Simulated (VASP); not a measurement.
A run of VASP 6.6.1:

File INCAR:

```
PREC = Accurate ; ENCUT = 500
EDIFF = 1E-6 ; ISMEAR = 0
SIGMA = 0.01 ; LREAL = False
LASPH = True ; NELM = 120
ALGO = Normal ; ISIF = 2
LWAVE = False ; LCHARG = True
GGA = CA ; LELF = True
LVHAR = True ; NBANDS = 11
GGA_COMPAT = False
```

File KPOINTS:

```
Automatic mesh
0
Gamma
  10 10 10
```

File POSCAR:

```
BP
1.0
    0.0000000000      2.2301628116      2.2301628116
    2.2301628116      0.0000000000      2.2301628116
    2.2301628116      2.2301628116      0.0000000000
B P
1 1
Direct
    0.0000000000      0.0000000000      0.0000000000
    0.7500000000      0.7500000000      0.7500000000
```

Potentials or basis: VASP PAW LDA potentials, release 64 (B, P).

Run with:

```sh
$ cat potpaw_LDA.64/B/POTCAR potpaw_LDA.64/P/POTCAR > POTCAR
$ mpirun -np 1 vasp_std > vasp.out
```

Hardware: 1 thread of Intel Xeon 8259CL, on a shared host.

Q: How long does it take, and how much memory?

A: Wall time 14 s on 1 thread of Intel Xeon 8259CL, on a shared host, peak memory 0.12 GiB. Counts: scf iterations 12, k points 47.
